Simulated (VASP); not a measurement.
A run of VASP 6.6.1:

File INCAR:

```
SYSTEM = HC18F
ALGO     = Normal         ! electronic algorithm
EDIFF    = 1E-7           ! SCF threshold, eV
ENCUT    = 520            ! plane-wave cutoff, eV
GGA      = PE             ! functional
ISIF     = 2              ! what is computed and relaxed
ISMEAR   = 0              ! smearing method
IVDW     = 12             ! dispersion correction
LASPH    = .True.         ! aspherical terms in the spheres
LCHARG   = .False.        ! write CHGCAR
LREAL    = Auto         
LWAVE    = .False.        ! write WAVECAR
NBANDS   = 56             ! bands
NELM     = 60             ! most SCF steps
PREC     = Accurate       ! precision mode
SIGMA    = 0.05           ! smearing width, eV
```

KPOINTS

```
k-points
0
Gamma
  2 2 1
  0 0 0
```

File POSCAR:

```
HC18F
1.0
    7.3980000000      0.0000000000      0.0000000000
   -3.6990000000      6.4068560000      0.0000000000
    0.0000000000      0.0000000000     12.0000000000
C F H
18 1 1
Direct
   -0.0118111409     -0.0052743499      0.0758726667
    0.2153514909      0.1072171749      0.0767258333
   -0.0128953277      0.3281831213      0.0779618333
    0.2126235891      0.4401647235      0.1084334167
   -0.0091872486      0.6618901689      0.1069402500
    0.2179530614      0.7738961200      0.0787311667
    0.3250719973     -0.0038992604      0.0706875833
    0.5465838175      0.1062692840      0.0667075833
    0.3264816708      0.3263126251      0.0820669167
    0.5455756507      0.4374402983      0.0767124167
    0.3247159805      0.6658574814      0.0781633333
    0.5471049968      0.7738325943      0.0697522500
    0.6576104132     -0.0047110470      0.0662217500
    0.8790888493      0.1057894855      0.0696636667
    0.6567713196      0.3278216336      0.0706010833
    0.8789807981      0.4348307501      0.0785349167
    0.6580454146      0.6645925864      0.0759057500
    0.8766536787      0.7761635348      0.0811238333
    0.2099699294      0.4424110671      0.2341690833
   -0.0076519412      0.6597304513      0.2000244167
```

Potentials or basis: VASP PAW PBE potentials, release 64 (C, F, H).

Command:

```console
$ cat potpaw_PBE.64/C/POTCAR potpaw_PBE.64/F/POTCAR potpaw_PBE.64/H/POTCAR > POTCAR
$ mpirun -np 1 vasp_std > vasp.out
```

Hardware: 1 thread of Intel(R) Xeon(R) Platinum 8259CL CPU @ 2.50GHz (Skylake/Cascade Lake) (shared host).

Estimate the wall time of this run.

It took 5.4 min on 1 thread of Intel(R) Xeon(R) Platinum 8259CL CPU @ 2.50GHz (Skylake/Cascade Lake) (shared host), peak memory 0.6 GiB. Counts: scf iterations 27, k points 4.
